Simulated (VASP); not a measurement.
A run of VASP 6.6.1 is set up as follows.

Contents of INCAR:

```
  PREC = Accurate
  ENCUT = 500
  EDIFF = 1E-7
  ISMEAR = 0
  SIGMA = 0.05
  LREAL = F
  LASPH = T
  NELM = 120
  ALGO = Normal
  ISIF = 3
  LWAVE = F
  LCHARG = F
  GGA = PS
  IBRION = 2
  NSW = 60
  EDIFFG = -0.03
  PSTRESS = 450.0
  GGA_COMPAT = F
  NELMIN = 4
```

File KPOINTS:

```
Automatic mesh
0
Gamma
  10 10 10
```

File POSCAR:

```
Rh
1.0
    2.6839650000      0.0000000000      0.0000000000
    1.3419825000      2.3243818729      0.0000000000
    1.3419825000      0.7747939576      2.1914482458
Rh
1
Direct
    0.0000000000      0.0000000000      0.0000000000
```

Potentials or basis: VASP PAW PBE potentials, release 64 (Rh_pv).

Launch:

```sh
$ cat potpaw_PBE.64/Rh_pv/POTCAR > POTCAR
$ mpirun -np 1 vasp_std > vasp.out
```

Estimate the relaxed cell.

a = 2.572 Å, b = 2.572 Å, c = 2.572 Å, α = 60.00°, β = 60.00°, γ = 60.00°.

Estimate the relaxed volume.

12.04 Å³/atom.

What does it give for the space group after relaxing (to 0.05 Å)?

Fm-3m (No. 225).

Step by step:
```
step  energy change (eV)  largest force (eV/Å)  pressure (GPa)  volume (Å³)
   1              0.0000                0.0000           -3.69        13.67
   2             10.5061                0.0000          967.63         6.99
   3              0.0976                0.0000           31.45        12.39
   4              0.1327                0.0000           37.56        12.23
   5              0.1814                0.0000           45.21        12.04
```

Caveat: the cell is relaxed towards a set pressure, so the enthalpy falls and the energy may rise; the PAW data sets were made with another functional, which shifts forces and pressure a little.
